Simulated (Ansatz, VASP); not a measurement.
# One calculation of InP, two programs

Contents of INCAR:

```
SYSTEM = InP
  ALGO = Normal
  EDIFF = 1E-6
  ENCUT = 520
  GGA = PS
  ISIF = 2
  ISMEAR = 0
  LASPH = .TRUE.
  LCHARG = .FALSE.
  LREAL = .FALSE.
  LWAVE = .FALSE.
  NBANDS = 16
  NELM = 60
  PREC = Accurate
  SIGMA = 0.05
```

KPOINTS

```
k-points
0
G
  8 8 8
  0 0 0
```

File POSCAR:

```
InP
1.0
    0.0000000000      3.0403937500      2.9305000000
    3.0403937500      0.0000000000      2.9305000000
    3.0403937500      3.0403937500      0.0000000000
In P
1 1
Direct
    0.0000000000      0.0000000000      0.0000000000
    0.7500000000      0.7500000000      0.7500000000
```

Input for Ansatz:

```yaml
crystal:
  lattice:
    - [0.0, 3.04039375, 2.9305]
    - [3.04039375, 0.0, 2.9305]
    - [3.04039375, 3.04039375, 0.0]
  atoms:
    - { symbol: In, position: [0.0, 0.0, 0.0] }
    - { symbol: P, position: [0.75, 0.75, 0.75] }
basis:
  ecutwfc: 420
kpoints:
  mp_grid: { grid: [8, 8, 8] }
hamiltonian:
  xc: pbesol
scf:
  occupations: { method: gaussian, width: 0.05 }
output:
  forces: true
  stress: true
  eigenvalues: true
```

Change from the starting cell: strain +0.0375 x Voigt [1, 1, 0, 0, 0, 0], atoms carried along.

Alike in both runs: task single point; functional PBEsol; k mesh 8 × 8 × 8; occupations gaussian, width 0.05 eV; no spin polarisation.

|  | VASP | Ansatz |
| --- | --- | --- |
| version | VASP 6.6.1 | Ansatz 0.2.0 |
| potentials or method | VASP PAW PBE potentials, release 64 (In_d, P), cutoff 520 eV | scalar-relativistic, plane waves, PAW |
| valence electrons in the cell | 18 | 18 |

```tsv
	VASP	Ansatz	Ansatz less VASP
gap on the k mesh at the Fermi level (eV)	0.11	0.11	+0.001
least direct gap on the mesh (eV)	0.11	0.11	+0.001
pressure (GPa)	-3.8	-3.7	+0.01
traceless stress, the component that is largest in VASP (GPa)	0.99	0.99	0.000
```

VASP's potentials were made for PBE, not for PBEsol. The functional is the same, so the differences come from potentials, cutoffs and numerics.
